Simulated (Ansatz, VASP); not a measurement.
**S in VASP and in Ansatz**

```xyz
1
Lattice="0.0000 2.0506 1.8865 2.0506 0.0000 1.8865 2.0506 2.0506 0.0000" Properties=species:S:1:pos:R:3 pbc="T T T"
S     0.0000    0.0000    0.0000
```

Alike in both runs: task single point; functional PBE; dispersion D3(BJ); k mesh 22 × 22 × 22; occupations gaussian, width 0.15 eV; no spin polarisation.

|  | VASP | Ansatz |
| --- | --- | --- |
| version | VASP 6.6.1 | Ansatz 0.2.0 |
| potentials or method | VASP PAW PBE potentials, release 64 (S), cutoff 520 eV | scalar-relativistic, plane waves, PAW |
| valence electrons in the cell | 6 | 6 |

```csv
,VASP,Ansatz,Ansatz less VASP
gap on the k mesh at the Fermi level (eV),none,none,-
pressure (GPa),-3.9,-3.8,+0.14
"traceless stress, the component that is largest in VASP (GPa)",-4.40,-4.41,-0.010
```

A gap of «none» marks a metal or a gap that the smearing closes.
